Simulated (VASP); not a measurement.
Runs of VASP 6.6.1 on Lu. It takes space group P6_3/mmc (No. 194, hexagonal). Conventional cell: a = 3.382 Å, b = 3.382 Å, c = 5.252 Å, α = 90.00°, β = 90.00°, γ = 120.00°. Lu (site symmetry -6m2) has 12 Lu at 3.27 to 3.38 Å within 4.3 Å. 

| smearing | gap on the mesh (eV) | pressure (GPa) |
| --- | --- | --- |
| gaussian 0.6 eV | none | (b) |
| gaussian 0.3 eV | none | 0.3 |
| fermi-dirac 0.3 eV | none | 1.0 |
| gaussian 1 eV | none | 1.6 |
| methfessel-paxton 0.6 eV | none | 0.2 |
| methfessel-paxton 0.01 eV | none | (a) |
| fermi-dirac 0.6 eV | none | 3.1 |
| gaussian 0.2 eV | none | 0.1 |
| gaussian 0.1 eV | none | 0.0 |
| methfessel-paxton 0.1 eV | none | 0.0 |
| methfessel-paxton 0.3 eV | none | 0.1 |

Alike in all rows: task single point; level LDA; potentials or basis VASP PAW PBE potentials, release 64 (Lu); no spin polarisation; cell as given; k mesh 11 × 11 × 6; cutoff (eV) 520.

Fill in the values left out.

(a) -0.1; (b) 0.7.

Caveats: the PAW data sets were made with another functional, which shifts forces and pressure a little; spin-orbit coupling is left out, which moves the levels of the heavy elements.

A k mesh can miss the band edges, and the runs leave out spin-orbit coupling on Lu.

A gap of «none» marks levels without a gap at the run's occupations.
